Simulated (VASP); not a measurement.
The system is PtS2.

```
CELL_PARAMETERS angstrom
5.42339 0.00000 0.00000
0.00000 5.42339 0.00000
0.00000 0.00000 3.78816
ATOMIC_POSITIONS crystal
Pt 0.00000 0.00000 0.00000
Pt 0.50000 0.50000 0.50000
S 0.30931 0.30931 0.00000
S 0.19069 0.80931 0.50000
S 0.80931 0.19069 0.50000
S 0.69069 0.69069 0.00000
```

Base run:

- Program: VASP 6.6.1
- Functional: r2SCAN
- Potentials or basis: VASP PAW PBE potentials, release 64 (Pt, S)
- Cutoff: 520 eV
- k mesh: 6 × 6 × 6
- Occupations: fermi-dirac, width 0.02 eV
- Spin: no spin polarisation

Its results: band gap on the k mesh zero (band 22 reaches 6.35 eV, above the bottom of band 23 at 5.85 eV); pressure -0.1 GPa; largest force 0.066 eV/Å.

Problem. The run is repeated on the same cell with these changes: functional from r2SCAN to LDA; potentials or basis from VASP PAW PBE potentials, release 64 (Pt, S) to VASP PAW LDA potentials, release 64 (Pt, S). What comes out?

Solution. Band gap on the k mesh zero (band 22 reaches 6.40 eV, above the bottom of band 23 at 5.97 eV); pressure -5.1 GPa; largest force 0.023 eV/Å.

Caveats: spin-orbit coupling is left out, which moves the levels of the heavy elements; the PAW data sets were made with another functional, which shifts forces and pressure a little (some runs).
